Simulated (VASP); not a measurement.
# AlAs (F-43m) in VASP: notebook

The runs below take AlAs through vibrations by perturbation theory, with PBEsol.

All numbers are computed with VASP 6.6.1; they aren't measurements. Logs are shortened: lines on timing, memory, paths and dates and some standing lists are left out, and cuts for length are marked.

## Step 1: The cell of the first run

The structure is cubic, space group F-43m (No. 216). Conventional cell: a = 5.675 Å, b = 5.675 Å, c = 5.675 Å, α = 90.00°, β = 90.00°, γ = 90.00°. Within 3.2 Å of Al (site symmetry -43m) lie 4 As at 2.46 Å. Within 3.2 Å of As (site symmetry -43m) lie 4 Al at 2.46 Å.

## Step 2: Vibrations by perturbation theory, PBEsol

INCAR

```
ALGO = Normal ; EDIFF = 1E-8
ENCUT = 510 ; GGA = PS
GGA_COMPAT = F ; IBRION = 8
ISIF = 2 ; ISMEAR = 0
LASPH = T ; LCHARG = T
LEPSILON = T ; LREAL = F
LWAVE = F ; NELM = 120
NSW = 1 ; PREC = Accurate
SIGMA = 0.01
```

KPOINTS

```
k-points
0
Gamma
  8 8 8
```

POSCAR

```
AlAs
1.0
    0.0000000000      2.8372982426      2.8372982426
    2.8372982426      0.0000000000      2.8372982426
    2.8372982426      2.8372982426      0.0000000000
Al As
1 1
Direct
    0.0000000000      0.0000000000      0.0000000000
    0.7500000000      0.7500000000      0.7500000000
```

Potentials or basis: VASP PAW PBE potentials, release 64 (Al, As_d).

On the command line:

```bash
$ cat potpaw_PBE.64/Al/POTCAR potpaw_PBE.64/As_d/POTCAR > POTCAR
$ mpirun -np 1 vasp_std > vasp.out
```

OUTCAR:

```text
EDIFF = 1E-8
   ENCUT = 510
   GGA = PS
   IBRION = 8
   ISIF = 2
   ISMEAR = 0
   LASPH = T
   LEPSILON = T
   LREAL = F
   NELM = 120
   NSW = 1
   PREC = Accurate

 ion  position               nearest neighbor table
   1  0.000  0.000  0.000-   2 2.46   2 2.46   2 2.46   2 2.46
   2  0.750  0.750  0.750-   1 2.46   1 2.46   1 2.46   1 2.46

  LATTYP: Found a face centered cubic cell.
 ALAT       =     5.6745964852

  Lattice vectors:

 A1 = (   0.0000000000,   2.8372982426,   2.8372982426)
 A2 = (   2.8372982426,   0.0000000000,   2.8372982426)
 A3 = (   2.8372982426,   2.8372982426,   0.0000000000)

Analysis of symmetry for initial positions (statically):
=====================================================================
 Subroutine PRICEL returns:
 Original cell was already a primitive cell.

 Routine SETGRP: Setting up the symmetry group for a
 face centered cubic supercell.

 Subroutine GETGRP returns: Found 24 space group operations
 (whereof 24 operations were pure point group operations)
 out of a pool of 48 trial point group operations.

The static configuration has the point symmetry T_d .

Analysis of symmetry for dynamics (positions and initial velocities):
=====================================================================
 Subroutine PRICEL returns:
 Original cell was already a primitive cell.

 Routine SETGRP: Setting up the symmetry group for a
 face centered cubic supercell.

 Subroutine GETGRP returns: Found 24 space group operations
 (whereof 24 operations were pure point group operations)
 out of a pool of 48 trial point group operations.

The dynamic configuration has the point symmetry T_d .

 Subroutine INISYM returns: Found 24 space group operations
 (whereof 24 operations are pure point group operations),
 and found     1 'primitive' translations

----------------------------------------------------------------------------------------
[... 616 lines left out ...]
     0.00000  7.27100  0.00698

 MACROSCOPIC STATIC DIELECTRIC TENSOR (including local field effects in DFT)
 ------------------------------------------------------
          10.056190    -0.000000    -0.000000
          -0.000000    10.056190     0.000000
          -0.000000    -0.000000    10.056190
 ------------------------------------------------------

 PIEZOELECTRIC TENSOR (including local field effects)  for field in x, y, z        (e  Angst)
          XX          YY          ZZ          XY          YZ          ZX
  --------------------------------------------------------------------------------
  x     0.00000     0.00000    -0.00000     0.00000     2.22326    -0.00000
  y     0.00000    -0.00000    -0.00000     0.00000     0.00000     2.22326
  z     0.00000     0.00000     0.00000     2.22326     0.00000     0.00000

 PIEZOELECTRIC TENSOR (including local field effects)  for field in x, y, z        (C/m^2)
          XX          YY          ZZ          XY          YZ          ZX
  --------------------------------------------------------------------------------
  x     0.00000     0.00000    -0.00000     0.00000     0.77975    -0.00000
  y     0.00000    -0.00000    -0.00000     0.00000     0.00000     0.77975
  z     0.00000     0.00000     0.00000     0.77975     0.00000     0.00000

 BORN EFFECTIVE CHARGES (including local field effects) (in |e|, cummulative output)
 ---------------------------------------------------------------------------------
 ion    1
    1     2.17839    -0.00000     0.00000
    2     0.00000     2.17839     0.00000
    3     0.00000     0.00000     2.17839
 ion    2
    1    -2.17839     0.00000     0.00000
    2     0.00000    -2.17839     0.00000
    3     0.00000     0.00000    -2.17839

 INTERNAL STRAIN TENSOR FOR ION    2 for displacements in x,y,z  (eV/Angst):
          X           Y           Z          XY          YZ          ZX
  --------------------------------------------------------------------------------
  x     0.00000     0.00000     0.00000     0.00000     7.27100     0.00000
  y     0.00000     0.00000     0.00000     0.00000     0.00000     7.27100
  z     0.00000     0.00000     0.00000     7.27100     0.00000     0.00000

 SECOND DERIVATIVES (NOT SYMMETRIZED)
 ------------------------------------
               1X          1Y          1Z          2X          2Y          2Z
  1X    -9.076622    0.000000    0.000000    9.076622    0.000000    0.000000
  1Y     0.000000   -9.076622    0.000000    0.000000    9.076622    0.000000
  1Z     0.000000    0.000000   -9.076622    0.000000    0.000000    9.076622
  2X     9.094336   -0.000000   -0.000000   -9.094336    0.000000    0.000000
  2Y    -0.000000    9.094336   -0.000000    0.000000   -9.094336    0.000000
  2Z    -0.000000   -0.000000    9.094336    0.000000    0.000000   -9.094336

 Eigenvectors and eigenvalues of the dynamical matrix
 ----------------------------------------------------

   1 f  =   10.577544 THz    66.460672 2PiTHz  352.828903 cm-1    43.745189 meV
             X         Y         Z           dx          dy          dz
      0.000000  0.000000  0.000000    -0.000000   -0.857233   -0.000000
      4.255947  4.255947  4.255947    -0.000000    0.514928    0.000000
[... 21 lines left out ...]
   6 f/i=    0.004552 THz     0.028598 2PiTHz    0.151824 cm-1     0.018824 meV
             X         Y         Z           dx          dy          dz
      0.000000  0.000000  0.000000     0.176264   -0.101137    0.473132
      4.255947  4.255947  4.255947     0.293438   -0.168369    0.787652

--------------------------------------------------------------------------------------------------------

 MACROSCOPIC STATIC DIELECTRIC TENSOR IONIC CONTRIBUTION
 ------------------------------------------------------
           2.068927    -0.000000    -0.000000
          -0.000000     2.068927     0.000000
          -0.000000     0.000000     2.068927
 ------------------------------------------------------

 ELASTIC MODULI CONTR FROM IONIC RELAXATION (kBar)
 Direction    XX          YY          ZZ          XY          YZ          ZX
 --------------------------------------------------------------------------------
 XX          -0.0000     -0.0000      0.0000     -0.0000      0.0000     -0.0000
 YY          -0.0000     -0.0000     -0.0000     -0.0000     -0.0000     -0.0000
 ZZ           0.0000     -0.0000     -0.0000      0.0000     -0.0000     -0.0000
 XY          -0.0000     -0.0000      0.0000   -201.4422      0.0000      0.0000
 YZ           0.0000     -0.0000     -0.0000      0.0000   -201.4422      0.0000
 ZX          -0.0000     -0.0000     -0.0000      0.0000      0.0000   -201.4422
 --------------------------------------------------------------------------------

 PIEZOELECTRIC TENSOR IONIC CONTR  for field in x, y, z        (C/m^2)
          XX          YY          ZZ          XY          YZ          ZX
  --------------------------------------------------------------------------------
  x     0.00000    -0.00000    -0.00000     0.00000    -0.60746     0.00000
  y    -0.00000    -0.00000    -0.00000     0.00000     0.00000    -0.60746
  z    -0.00000    -0.00000     0.00000    -0.60746     0.00000    -0.00000
```

stdout:

```text
POSCAR found type information on POSCAR AlAs
 POSCAR found :  2 types and       2 ions
 scaLAPACK will be used
 -----------------------------------------------------------------------------
|                                                                             |
|                                                                             |
|     You enforced a specific xc type in the INCAR file but a different       |
[... 39 lines left out ...]
 force on displaced ion       1 direction 1 :  -9.077  -0.000  -0.000
 Born effective charge ion    1 direction 1 :   2.129   0.000   0.000
 Linear response progress:
 first order change of Fermi-energy   0.37607E-03
 force on displaced ion       2 direction 1 :  -9.094   0.000   0.000
 Born effective charge ion    2 direction 1 :  -2.224   0.000   0.000
 Born effective charges drift removed
 Linear response finished
```

Wall time 19 min (1 thread of AMD EPYC 7R43 (Zen 3), shared host); peak memory 0.26 GiB.

What came out:

| Property | Result |
| --- | --- |
| Electronic dielectric tensor (diagonal) | 10.06 |
| Born charges (mean of the diagonal) | Al +2.18; As -2.18 e |
| Highest phonon frequency at Γ, LO-TO splitting left out | 353 cm⁻¹ |

Phonon frequencies in cm⁻¹ (negative: imaginary):
```csv
q point,frequencies
"(0.000, 0.000, 0.000)",0 0 0 353 353 353
```

Electronic dielectric tensor:
```
10.06  0.00  0.00
 0.00 10.06  0.00
 0.00  0.00 10.06
```

Born effective charge tensors (e):
atom 1, Al
```
2.18 0.00 0.00
0.00 2.18 0.00
0.00 0.00 2.18
```
atom 2, As
```
-2.18  0.00  0.00
 0.00 -2.18  0.00
 0.00  0.00 -2.18
```

Caveat: the PAW data sets were made with another functional, which shifts forces and pressure a little.

## Step 3: Vibrations by perturbation theory, PBEsol (22.38 Å³/atom)

This run uses another cell than the first one, of 22.38 Å³/atom.

INCAR

```
PREC = Accurate
ENCUT = 510
EDIFF = 1E-8
ISMEAR = 0
SIGMA = 0.01
LREAL = F
LASPH = T
NELM = 120
ALGO = Normal
ISIF = 2
LWAVE = F
LCHARG = F
GGA = PS
IBRION = 8
NSW = 1
LEPSILON = T
GGA_COMPAT = F
```

KPOINTS

```
regular mesh
0
Gamma
  8 8 8
```

POSCAR

```
AlAs
1.0
    0.0000000000      2.8182553987      2.8182553987
    2.8182553987      0.0000000000      2.8182553987
    2.8182553987      2.8182553987      0.0000000000
Al As
1 1
Direct
    0.0000000000      0.0000000000      0.0000000000
    0.7500000000      0.7500000000      0.7500000000
```

Potentials or basis: VASP PAW PBE potentials, release 64 (Al, As_d).

On the command line:

```bash
$ cat potpaw_PBE.64/Al/POTCAR potpaw_PBE.64/As_d/POTCAR > POTCAR
$ mpirun -np 1 vasp_std > vasp.out
```

OUTCAR:

```text
PREC = Accurate
   ENCUT = 510
   EDIFF = 1E-8
   ISMEAR = 0
   LREAL = F
   LASPH = T
   NELM = 120
   ISIF = 2
   GGA = PS
   IBRION = 8
   NSW = 1
   LEPSILON = T

 ion  position               nearest neighbor table
   1  0.000  0.000  0.000-   2 2.44   2 2.44   2 2.44   2 2.44
   2  0.750  0.750  0.750-   1 2.44   1 2.44   1 2.44   1 2.44

  LATTYP: Found a face centered cubic cell.
[... 713 lines left out ...]
      0.000000  0.000000  0.000000     0.000000    0.856383    0.000000
      4.227383  4.227383  4.227383     0.000000   -0.516342    0.000000
[... 21 lines left out ...]
   6 f/i=    0.022541 THz     0.141628 2PiTHz    0.751877 cm-1     0.093221 meV
             X         Y         Z           dx          dy          dz
      0.000000  0.000000  0.000000     0.000000    0.000000   -0.516342
      4.227383  4.227383  4.227383     0.000000    0.000000   -0.856383

--------------------------------------------------------------------------------------------------------

 MACROSCOPIC STATIC DIELECTRIC TENSOR IONIC CONTRIBUTION
 ------------------------------------------------------
           1.979301    -0.000000     0.000000
          -0.000000     1.979301     0.000000
           0.000000     0.000000     1.979301
 ------------------------------------------------------

 ELASTIC MODULI CONTR FROM IONIC RELAXATION (kBar)
 Direction    XX          YY          ZZ          XY          YZ          ZX
 --------------------------------------------------------------------------------
 XX          -0.0000      0.0000      0.0000     -0.0000      0.0000      0.0000
 YY           0.0000     -0.0000      0.0000     -0.0000     -0.0000     -0.0000
 ZZ           0.0000      0.0000     -0.0000      0.0000     -0.0000      0.0000
 XY          -0.0000     -0.0000      0.0000   -238.7846      0.0000      0.0000
 YZ           0.0000     -0.0000     -0.0000      0.0000   -238.7846      0.0000
 ZX           0.0000     -0.0000      0.0000      0.0000      0.0000   -238.7846
 --------------------------------------------------------------------------------

 PIEZOELECTRIC TENSOR IONIC CONTR  for field in x, y, z        (C/m^2)
          XX          YY          ZZ          XY          YZ          ZX
  --------------------------------------------------------------------------------
  x     0.00000    -0.00000    -0.00000    -0.00000    -0.64689     0.00000
  y     0.00000    -0.00000     0.00000    -0.00000     0.00000    -0.64689
  z    -0.00000    -0.00000     0.00000    -0.64689     0.00000     0.00000
```

stdout:

```text
POSCAR found type information on POSCAR AlAs
 POSCAR found :  2 types and       2 ions
 scaLAPACK will be used
 -----------------------------------------------------------------------------
|                                                                             |
|                                                                             |
|     You enforced a specific xc type in the INCAR file but a different       |
[... 39 lines left out ...]
 force on displaced ion       1 direction 1 :  -9.509  -0.000  -0.000
 Born effective charge ion    1 direction 1 :   2.115   0.000   0.000
 Linear response progress:
 first order change of Fermi-energy   0.37700E-03
 force on displaced ion       2 direction 1 :  -9.599   0.000   0.000
 Born effective charge ion    2 direction 1 :  -2.207   0.000   0.000
 Born effective charges drift removed
 Linear response finished
```

Run time: 15 min. Hardware: 1 thread of Intel Xeon Platinum 8259CL at 2.50GHz (Skylake/Cascade Lake), shared host; peak memory 0.29 GiB.

Results:

| Property | Result |
| --- | --- |
| Electronic dielectric tensor (diagonal) | 9.90 |
| Born charges (mean of the diagonal) | Al +2.16; As -2.16 e |
| Highest phonon frequency at Γ, LO-TO splitting left out | 361 cm⁻¹ |

Phonon frequencies in cm⁻¹ (negative: imaginary):
```
              q point           frequencies
(0.000, 0.000, 0.000)  -1 -1 -1 361 361 361
```

Electronic dielectric tensor:
```
9.90 0.00 0.00
0.00 9.90 0.00
0.00 0.00 9.90
```

Born effective charge tensors (e):
atom 1, Al
```
2.16 0.00 0.00
0.00 2.16 0.00
0.00 0.00 2.16
```
atom 2, As
```
-2.16  0.00  0.00
 0.00 -2.16  0.00
 0.00  0.00 -2.16
```

Caveat: the cell stands under pressure or tension, which shifts response properties; the PAW data sets were made with another functional, which shifts forces and pressure a little.
